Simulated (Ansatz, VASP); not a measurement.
**Two plane-wave programs on Na**

INCAR

```
PREC = Accurate
ENCUT = 520
EDIFF = 1E-6
ISMEAR = -1
SIGMA = 0.08
LREAL = False
LASPH = True
NELM = 100
ALGO = Normal
ISIF = 2
LWAVE = False
LCHARG = False
GGA = PS
NBANDS = 14
```

The input KPOINTS:

```
regular mesh
0
Gamma
  12 12 7
```

The input POSCAR:

```
Na
1.0
    3.3867059321      0.0000000000      0.0000000000
   -1.6933529661      2.9329733724      0.0000000000
    0.0000000000      0.0000000000      5.5003255965
Na
2
Direct
    0.3333333333      0.6666666667      0.2500000000
    0.6666666667      0.3333333333      0.7500000000
```

Input for Ansatz:

```yaml
crystal:
  lattice:
    - [3.3867059321, 0.0, 0.0]
    - [-1.6933529661, 2.9329733724, 0.0]
    - [0.0, 0.0, 5.5003255965]
  atoms:
    - { symbol: Na, position: [0.3333333333, 0.6666666667, 0.25] }
    - { symbol: Na, position: [0.6666666667, 0.3333333333, 0.75] }
kpoints:
  mp_grid: { grid: [12, 12, 7] }
scf:
  occupations: { method: fermi_dirac, width: 0.08 }
hamiltonian:
  xc: pbesol
  pseudopotentials: { kind: paw }
output:
  forces: true
  stress: true
  eigenvalues: true
  populations: true
```

Change from the starting cell: volume scaled by 0.75, PAW files.

Alike in both runs: task single point; functional PBEsol; k mesh 12 × 12 × 7; occupations fermi-dirac, width 0.08 eV; no spin polarisation.

|  | VASP | Ansatz |
| --- | --- | --- |
| version | VASP 6.6.1 | Ansatz 0.2.0 |
| potentials or method | VASP PAW PBE potentials, release 64 (Na_pv) | PAW with Ansatz's default frozen-core files, scalar-relativistic |
| plane-wave cutoff (eV) | 520 | 420 |
| valence electrons in the cell | 14 | 18 |

|  | VASP | Ansatz | Ansatz less VASP |
| --- | --- | --- | --- |
| pressure (GPa) | 3.8 | 3.8 | +0.03 |

VASP's potentials were made for PBE, not for PBEsol. With one functional, cell and mesh, what is left measures potentials, basis and numerics. VASP's potentials hold 14 valence electrons a cell and Ansatz's 18, so a difference there can come from the potentials and not from the codes.
